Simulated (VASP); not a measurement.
Wanted: the native input for a VASP 6.6.1 run.

```yaml
Task: single point
Functional: LDA
Potentials_or_basis: VASP PAW LDA potentials, release 64 (K_sv, V_sv, F)
Cutoff: 520 eV
k_mesh: 5 × 5 × 5
Occupations: gaussian, width 0.05 eV
Spin: collinear spin, ferromagnetic start
Starting_moments: "[0.0, 2.44, 0.03, 0.03, 0.03] μB"
Hubbard_terms: V d U = 3.0 eV
Dipole_correction: no
Further_INCAR_settings: ALGO = Normal; EDIFF = 1e-06; NBANDS = 34
```

The structure of KVF3 lies in POSCAR:

```
KVF3
1.0
    4.1310003900      0.0000000000      0.0000000000
    0.0000000000      4.1310003900      0.0000000000
    0.0000000000      0.0000000000      4.1310003900
K V F
1 1 3
Direct
    0.0000000000      0.0000000000      0.0000000000
    0.5000000000      0.5000000000      0.5000000000
    0.5000000000      0.5000000000      0.0000000000
    0.0000000000      0.5000000000      0.5000000000
    0.5000000000      0.0000000000      0.5000000000
```

The input as run:

INCAR

```
SYSTEM = KVF3
  PREC = Accurate
  ENCUT = 520
  EDIFF = 1E-6
  ISMEAR = 0
  SIGMA = 0.05
  LREAL = .FALSE.
  LASPH = .TRUE.
  NELM = 150
  ALGO = Normal
  ISIF = 2
  LWAVE = .FALSE.
  LCHARG = .FALSE.
  ISPIN = 2
  MAGMOM = 0 2.44 0.03 0.03 0.03
  LORBIT = 11
  LMAXMIX = 4
  LDAU = .TRUE.
  LDAUTYPE = 2
  LDAUL = -1 2 -1
  LDAUU = 0 3 0
  LDAUJ = 0 0 0
  LDAUPRINT = 1
  NBANDS = 34
```

KPOINTS

```
regular mesh
0
G
  5 5 5
  0 0 0
```

Potentials or basis: VASP PAW LDA potentials, release 64 (K_sv, V_sv, F).

Run with:

```bash
$ cat potpaw_LDA.64/K_sv/POTCAR potpaw_LDA.64/V_sv/POTCAR potpaw_LDA.64/F/POTCAR > POTCAR
$ mpirun -np 1 vasp_std > vasp.out
```

Results of the run:

* Pressure: -3.5 GPa
* Band gap on the k mesh: 1.48 eV, indirect (least direct gap 2.62 eV)
* Net moment: 3.00 μB per cell
* Site moments: K +0.00; V +2.70; F +0.02 μB
* Valence electrons inside the program's atomic spheres: K 7.53; V 11.40; F 6.08

Run time: 19 s on 1 thread of Intel(R) Xeon(R) Platinum 8488C (Sapphire Rapids) (shared host), peak memory 0.18 GiB.
